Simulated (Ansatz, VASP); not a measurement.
One calculation of InAs, two programs

```
CELL_PARAMETERS angstrom
0.00000 3.58317 2.98697
2.98697 0.00000 2.98697
2.98697 3.58317 0.00000
ATOMIC_POSITIONS crystal
In 0.00000 0.00000 0.00000
As 0.75000 0.75000 0.75000
```

Alike in both runs: task single point; functional PBE; k mesh 14 × 14 × 14; occupations gaussian, width 0.15 eV; no spin polarisation.

|  | VASP | Ansatz |
| --- | --- | --- |
| version | VASP 6.6.1 | Ansatz 0.2.0 |
| potentials or method | VASP PAW PBE potentials, release 64 (In_d, As), cutoff 520 eV | scalar-relativistic, plane waves, PAW |
| valence electrons in the cell | 18 | 28 |

Ansatz gave:

| Quantity | Value |
| --- | --- |
| gap on the k mesh at the Fermi level (eV) | none |
| pressure (GPa) | -3.3 |
| traceless stress, the component that is largest in VASP (GPa) | -5.08 |

Task: Which values does VASP return?

Result: gap on the k mesh at the Fermi level (eV): none; pressure (GPa): -3.2; traceless stress, the component that is largest in VASP (GPa): -5.08.

A gap of «none» marks a metal or a gap that the smearing closes. VASP's potentials hold 18 valence electrons a cell and Ansatz's 28, so a difference there can come from the potentials and not from the codes.
